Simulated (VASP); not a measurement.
# Sr (Fm-3m) in VASP: further runs

Sr is run at these levels: BLYP, LDA, PBE; tasks: single point.

Program: VASP 6.6.1. These are calculated values, not measurements. Logs are shortened: lines on timing, memory, paths and dates and some standing lists are left out, and cuts for length are marked.

## Step 1: The cell of the first run

The structure is cubic, space group Fm-3m (No. 225). Conventional cell: a = 6.085 Å, b = 6.085 Å, c = 6.085 Å, α = 90.00°, β = 90.00°, γ = 90.00°. Sr (site symmetry m-3m) has 12 Sr at 4.30 Å within 5.6 Å.

## Step 2: Single point, BLYP

Contents of INCAR:

```
SYSTEM = Sr
AGGAC = 1.0 ; AGGAX = 1.0
ALDAC = 0.0 ; ALDAX = 1.0
ALGO = Normal ; EDIFF = 1E-6
ENCUT = 500 ; GGA = B5
GGA_COMPAT = .FALSE. ; ISIF = 2
ISMEAR = 1 ; LASPH = .TRUE.
LCHARG = .TRUE. ; LELF = .TRUE.
LREAL = .FALSE. ; LVHAR = .TRUE.
LWAVE = .FALSE. ; NBANDS = 11
NELM = 120 ; PREC = Accurate
SIGMA = 0.1
```

Contents of KPOINTS:

```
k-points
0
G
  9 9 9
  0 0 0
```

Contents of POSCAR:

```
Sr
1.0
    0.0000000000      3.0423500000      3.0423500000
    3.0423500000      0.0000000000      3.0423500000
    3.0423500000      3.0423500000      0.0000000000
Sr
1
Direct
    0.0000000000      0.0000000000      0.0000000000
```

Potentials or basis: VASP PAW PBE potentials, release 64 (Sr_sv).

The run is started by

```console
$ cat potpaw_PBE.64/Sr_sv/POTCAR > POTCAR
$ mpirun -np 1 vasp_std > vasp.out
```

OUTCAR:

```text
SYSTEM = Sr
   EDIFF = 1E-6
   ENCUT = 500
   GGA = B5
   ISIF = 2
   ISMEAR = 1
   LASPH = .TRUE.
   LREAL = .FALSE.
   NELM = 120
   PREC = Accurate

 ion  position               nearest neighbor table
   1  0.000  0.000  0.000-

  LATTYP: Found a face centered cubic cell.
 ALAT       =     6.0847000000

  Lattice vectors:

 A1 = (   0.0000000000,   3.0423500000,   3.0423500000)
 A2 = (   3.0423500000,   0.0000000000,   3.0423500000)
 A3 = (   3.0423500000,   3.0423500000,   0.0000000000)

Analysis of symmetry for initial positions (statically):
=====================================================================
 Subroutine PRICEL returns:
 Original cell was already a primitive cell.

 Routine SETGRP: Setting up the symmetry group for a
 face centered cubic supercell.

 Subroutine GETGRP returns: Found 48 space group operations
 (whereof 48 operations were pure point group operations)
 out of a pool of 48 trial point group operations.

The static configuration has the point symmetry O_h .

Analysis of symmetry for dynamics (positions and initial velocities):
=====================================================================
 Subroutine PRICEL returns:
 Original cell was already a primitive cell.

 Routine SETGRP: Setting up the symmetry group for a
 face centered cubic supercell.

 Subroutine GETGRP returns: Found 48 space group operations
 (whereof 48 operations were pure point group operations)
 out of a pool of 48 trial point group operations.

The dynamic configuration has the point symmetry O_h .

 Subroutine INISYM returns: Found 48 space group operations
 (whereof 48 operations are pure point group operations),
 and found     1 'primitive' translations

----------------------------------------------------------------------------------------

                                     Primitive cell

  volume of cell :      56.3193

  direct lattice vectors                    reciprocal lattice vectors
     0.000000000  3.042350000  3.042350000    -0.164346640  0.164346640  0.164346640
     3.042350000  0.000000000  3.042350000     0.164346640 -0.164346640  0.164346640
     3.042350000  3.042350000  0.000000000     0.164346640  0.164346640 -0.164346640

  length of vectors
     4.302532631  4.302532631  4.302532631     0.284656730  0.284656730  0.284656730

  position of ions in fractional coordinates (direct lattice)
     0.000000000  0.000000000  0.000000000

  ion indices of the primitive-cell ions
   primitive index   ion index
                 1           1

----------------------------------------------------------------------------------------

 KPOINTS: k-points

Automatic generation of k-mesh.
 Grid dimensions read from file:
 generate k-points for:    9    9    9

 Generating k-lattice:

  Cartesian coordinates                     Fractional coordinates (reciprocal lattice)
    -0.018260738  0.018260738  0.018260738     0.111111111  0.000000000  0.000000000
     0.018260738 -0.018260738  0.018260738     0.000000000  0.111111111  0.000000000
     0.018260738  0.018260738 -0.018260738     0.000000000  0.000000000  0.111111111

  Length of vectors
     0.031628526  0.031628526  0.031628526

  Shift w.r.t. Gamma in fractional coordinates (k-lattice)
     0.000000000  0.000000000  0.000000000

 Subroutine IBZKPT returns following result:
 ===========================================

 Found     35 irreducible k-points:

 Following reciprocal coordinates:
            Coordinates               Weight
  0.000000  0.000000  0.000000      1.000000
  0.111111  0.000000  0.000000      8.000000
  0.222222  0.000000  0.000000      8.000000
  0.333333  0.000000  0.000000      8.000000
  0.444444  0.000000  0.000000      8.000000
  0.111111  0.111111  0.000000      6.000000
[... 16 lines left out ...]
 -0.333333  0.333333  0.000000     12.000000
  0.444444  0.444444  0.000000      6.000000
 [... further k-points ...]
   k-points           NKPTS =     35   k-points in BZ     NKDIM =     35   number of bands    NBANDS=     11
   number of dos      NEDOS =    301   number of ions     NIONS =      1
   total plane-waves  NPLWV =  32768
   dimension x,y,z NGX =    32 NGY =   32 NGZ =   32
   dimension x,y,z NGXF=    64 NGYF=   64 NGZF=   64
   ions per type =               1
   NGX,Y,Z   is equivalent  to a cutoff of  12.36, 12.36, 12.36 a.u.
   NGXF,Y,Z  is equivalent  to a cutoff of  24.73, 24.73, 24.73 a.u.
 SYSTEM =  Sr
   PREC   = accura    normal or accurate (medium, high low for compatibility)
   ISTART =      0    job   : 0-new  1-cont  2-samecut
   ICHARG =      2    charge: 1-file 2-atom 10-const
   ISPIN  =      1    spin polarized calculation?
   LNONCOLLINEAR =      F non collinear calculations
   LSORBIT =      F    spin-orbit coupling
   LASPH  =      T    aspherical Exc in radial PAW
   ENCUT  =  500.0 eV  36.75 Ry    6.06 a.u.   7.84  7.84  7.84*2*pi/ulx,y,z
   NELM   =    120;   NELMIN=  2; NELMDL= -5     # of ELM steps
   EDIFF  = 0.1E-05   stopping-criterion for ELM
   LREAL  =      F    real-space projection
   EDIFFG = 0.1E-04   stopping-criterion for IOM
   NSW    =      0    number of steps for IOM
   IBRION =     -1    ionic relax: 0-MD 1-quasi-New 2-CG
   NFREE  =      0    steps in history (QN), initial steepest desc. (CG)
   ISIF   =      2    stress and relaxation
   ISYM   =      2    0-nonsym 1-usesym 2-fastsym
   POTIM  = 0.5000    time-step for ionic-motion
   TEBEG  =    0.0;   TEEND  =   0.0 temperature during run
   PSTRESS=    0.0 pullay stress
   NELECT =      10.0000    total number of electrons
   NUPDOWN=      -1.0000    fix difference up-down
   EMIN   =  10.00;   EMAX   =-10.00  energy-range for DOS
   EFERMI =   0.00;   METHOD = LEGACY
   ISMEAR =     1;   SIGMA  =   0.10  broadening in eV -4-tet -1-fermi 0-gaus
   EFERMI_NEDOS =   21; number of points for ismear=-14 and -15
   IALGO  =     38    algorithm
   IMIX   =      4    mixing-type and parameters
     AMIX     =   0.40;   BMIX     =  1.00
     AMIX_MAG =   1.60;   BMIX_MAG =  1.00
  volume/ion in A,a.u.               =      56.32       380.06
  Fermi-wavevector in a.u.,A,eV,Ry     =   0.920144  1.738819 11.519569  0.846664
  Thomas-Fermi vector in A             =   2.045416
   LORBIT       =      0    0 simple, 1 ext, 2 COOP (PROOUT), +10 PAW based schemes
   GGA     = B5    functional components
   LHFCALC =     F    Hartree Fock is set to
   AEXX    =    0.0000 exact exchange contribution
   IVDW    =     0    specifies the selected vdW correction
   LEPSILON=     F    determine dielectric tensor
   LRPA    =     F    only Hartree local field effects (RPA)
 non-spin polarized calculation
 Methfessel and Paxton  Order N= 1 SIGMA  =   0.10
  energy-cutoff  :      500.00
  volume of cell :       56.32
 maximum number of plane-waves:      1459
   NGX = 15   NGY = 15   NGZ = 15

 number of electron      10.0000000 magnetization

 Free energy of the ion-electron system (eV)
  ---------------------------------------------------
  ext. energy  EPLUGINS =         0.00000000
  ---------------------------------------------------
  free energy    TOTEN  =        -0.93038029 eV

  energy without entropy =       -0.93267973  energy(sigma->0) =       -0.93114677

 E-fermi :   1.9802     XC(G=0):  -6.8275

 val. band max:        1.9180843581   @ k =  -0.3333   0.4444   0.2222
 cond. band min:       2.0390687856   @ k =  -0.4444   0.2222   0.0000
 fundamental gap:      0.1209844274
 Fermi energy:         1.9802143814

 k-point     1 :       0.0000    0.0000    0.0000
  band No.  band energies     occupation
      1     -34.7797      2.00000
      2     -16.7340      2.00000
      3     -16.7340      2.00000
      4     -16.7340      2.00000
      5      -1.6146      2.00000
      6       4.1104      0.00000
      7       4.1104      0.00000
      8       4.1104      0.00000
      9       5.4656      0.00000
     10       5.4656      0.00000
     11       9.1457      0.00000

 k-point     2 :       0.1111    0.0000    0.0000
  band No.  band energies     occupation
      1     -34.7782      2.00000
      2     -16.7555      2.00000
      3     -16.7369      2.00000
      4     -16.7369      2.00000
      5      -1.4203      2.00000
      6       3.8512     -0.00000
      7       4.1958      0.00000
      8       4.1958      0.00000
      9       5.3674      0.00000
     10       5.3674      0.00000
     11       9.5900      0.00000

 k-point     3 :       0.2222    0.0000    0.0000
  band No.  band energies     occupation
      1     -34.7745      2.00000
      2     -16.8092      2.00000
      3     -16.7443      2.00000
      4     -16.7443      2.00000
      5      -0.8709      2.00000
      6       3.2984     -0.00000
      7       4.2779      0.00000
      8       4.2779      0.00000
      9       5.3661      0.00000
     10       5.3661      0.00000
     11       8.9166      0.00000

 k-point     4 :       0.3333    0.0000    0.0000
  band No.  band energies     occupation
      1     -34.7703      2.00000
      2     -16.8693      2.00000
      3     -16.7527      2.00000
      4     -16.7527      2.00000
      5      -0.0794      2.00000
      6       2.7184     -0.00000
      7       4.1321      0.00000
      8       4.1321      0.00000
      9       5.8179      0.00000
     10       5.8179      0.00000
     11       7.9338      0.00000

 k-point     5 :       0.4444    0.0000    0.0000
  band No.  band energies     occupation
      1     -34.7675      2.00000
      2     -16.9079      2.00000
      3     -16.7582      2.00000
      4     -16.7582      2.00000
      5       0.6794      2.00000
      6       2.2211     -0.00344
      7       3.9863      0.00000
      8       3.9863      0.00000
      9       6.3565      0.00000
     10       6.3565      0.00000
     11       7.2575      0.00000
[... 211 lines left out ...]
 k-point    21 :       0.4444    0.3333    0.0000
  band No.  band energies     occupation
      1     -34.7649      2.00000
      2     -16.8823      2.00000
      3     -16.7987      2.00000
      4     -16.7897      2.00000
      5       0.9738      2.00000
      6       2.4154     -0.00000
      7       3.0878     -0.00000
      8       5.4278      0.00000
      9       5.9012      0.00000
     10       6.5117      0.00000
     11       7.4370      0.00000

 k-point    22 :      -0.4444    0.3333    0.0000
  band No.  band energies     occupation
      1     -34.7636      2.00000
      2     -16.8808      2.00000
      3     -16.8251      2.00000
      4     -16.7874      2.00000
      5       1.6265      2.00001
      6       2.2279     -0.00256
      7       2.9117     -0.00000
      8       5.1765      0.00000
      9       5.8112      0.00000
     10       6.4612      0.00000
     11       7.1518      0.00000

 k-point    23 :      -0.3333    0.3333    0.0000
  band No.  band energies     occupation
      1     -34.7640      2.00000
      2     -16.8550      2.00000
      3     -16.8540      2.00000
      4     -16.7775      2.00000
      5       1.7962      2.02591
      6       2.2490     -0.00096
      7       2.7363     -0.00000
      8       4.8551      0.00000
      9       5.7176      0.00000
     10       5.9873      0.00000
     11       8.1894      0.00000

 k-point    24 :       0.4444    0.4444    0.0000
  band No.  band energies     occupation
      1     -34.7635      2.00000
      2     -16.8980      2.00000
      3     -16.7978      2.00000
      4     -16.7978      2.00000
      5       1.2000      2.00000
      6       2.2923     -0.00009
      7       3.0761     -0.00000
      8       6.3168      0.00000
      9       6.3168      0.00000
     10       6.4121      0.00000
     11       7.5999      0.00000

 [... further k-points ...]

------------------------ aborting loop because EDIFF is reached ----------------------------------------

  FORCE on cell =-STRESS in cart. coord.  units (eV):
  Direction    XX          YY          ZZ          XY          YZ          ZX
  --------------------------------------------------------------------------------------
  -------------------------------------------------------------------------------------
  Total       -0.0178427     -0.0178427     -0.0178427      0.0000000      0.0000000      0.0000000
  in kB       -0.5075902     -0.5075902     -0.5075902      0.0000000      0.0000000      0.0000000
  external PRESSURE =      -0.5075902 kB  Pullay stress =       0.0000000 kB

 VOLUME and BASIS-vectors are now :
 -----------------------------------------------------------------------------
  energy-cutoff  :      500.00
  volume of cell :       56.32
      direct lattice vectors                 reciprocal lattice vectors
     0.000000000  3.042350000  3.042350000    -0.164346640  0.164346640  0.164346640
     3.042350000  0.000000000  3.042350000     0.164346640 -0.164346640  0.164346640
     3.042350000  3.042350000  0.000000000     0.164346640  0.164346640 -0.164346640

 POSITION                                       TOTAL-FORCE (eV/Angst)
 -----------------------------------------------------------------------------------
      0.00000      0.00000      0.00000         0.000000     -0.000000     -0.000000
 -----------------------------------------------------------------------------------
    total drift:                                0.000000      0.000000      0.000000

  FREE ENERGIE OF THE ION-ELECTRON SYSTEM (eV)
  ---------------------------------------------------
  free  energy   TOTEN  =        -0.9303802911 eV

  energy  without entropy=       -0.9326797263  energy(sigma->0) =       -0.93114677
```

Wall time 26 s (1 thread of Intel Xeon Platinum 8488C (Sapphire Rapids), shared host); peak memory 0.17 GiB.

Results:

- Free energy: -0.9304 eV
- Pressure: -0.1 GPa

Caveat: the PAW data sets were made with another functional, which shifts forces and pressure a little.

## Step 3: Single point, LDA

Contents of INCAR:

```
SYSTEM = Sr
PREC = Accurate
ENCUT = 500
EDIFF = 1E-6
ISMEAR = 1
SIGMA = 0.1
LREAL = .FALSE.
LASPH = .TRUE.
NELM = 120
ALGO = Normal
ISIF = 2
LWAVE = .FALSE.
LCHARG = .FALSE.
GGA = CA
NBANDS = 11
GGA_COMPAT = .FALSE.
```

Contents of KPOINTS:

```
Automatic mesh
0
G
  9 9 9
  0 0 0
```

POSCAR is that of step 2.

Potentials or basis: VASP PAW LDA potentials, release 64 (Sr_sv).

The run is started by

```console
$ cat potpaw_LDA.64/Sr_sv/POTCAR > POTCAR
$ mpirun -np 1 vasp_std > vasp.out
```

Run time: 14 s. Hardware: 1 thread of Intel Xeon Platinum 8488C (Sapphire Rapids), shared host; peak memory 0.16 GiB.

Results (log left out):

* Free energy: -1.8514 eV
* Pressure: -1.6 GPa

Levels at points of the mesh, in eV from the Fermi level:
```tsv
k point	band 2	band 3	band 4	band 5	band 6	band 7	band 8	band 9
(0.00, 0.00, 0.00)	-18.49	-18.49	-18.49	-3.63	2.21	2.21	2.21	3.63
```

## Step 4: Single point, PBE

Contents of INCAR:

```
PREC = Accurate
ENCUT = 500
EDIFF = 1E-6
ISMEAR = 1
SIGMA = 0.1
LREAL = False
LASPH = True
NELM = 120
ALGO = Normal
ISIF = 2
LWAVE = False
LCHARG = False
GGA = PE
NBANDS = 11
GGA_COMPAT = False
```

Contents of KPOINTS:

```
Automatic mesh
0
Gamma
  9 9 9
```

POSCAR is that of step 3.

Potentials or basis: VASP PAW PBE potentials, release 64 (Sr_sv).

The run is started by

```console
$ cat potpaw_PBE.64/Sr_sv/POTCAR > POTCAR
$ mpirun -np 1 vasp_std > vasp.out
```

Wall time 19 s (1 thread of Intel Xeon Platinum 8488C (Sapphire Rapids), shared host); peak memory 0.17 GiB.

The run converged. Its results:

```
Free energy : -1.6327 eV
Pressure    : -0.4 GPa
```

Levels at points of the mesh, in eV from the Fermi level:
```csv
k point,band 1,band 2,band 3,band 4,band 5,band 6,band 7,band 8,band 9,band 10
"(0.00, 0.00, 0.00)",-36.64,-18.54,-18.54,-18.54,-3.59,2.34,2.34,2.34,3.76,3.76
```

## Step 5: Summary

| level | potentials or basis | pressure (GPa) |
| --- | --- | --- |
| BLYP | VASP PAW PBE potentials, release 64 (Sr_sv) | -0.1 |
| LDA | VASP PAW LDA potentials, release 64 (Sr_sv) | -1.6 |
| PBE | VASP PAW PBE potentials, release 64 (Sr_sv) | -0.4 |

Alike in all rows: task single point; no spin polarisation; cell as given; k mesh 9 × 9 × 9; cutoff (eV) 500; smearing methfessel-paxton 0.1 eV.

Caveats: the PAW data sets were made with another functional, which shifts forces and pressure a little (at least some runs).

Total energies depend on the potentials used, so only differences within one code and one set of settings carry meaning.
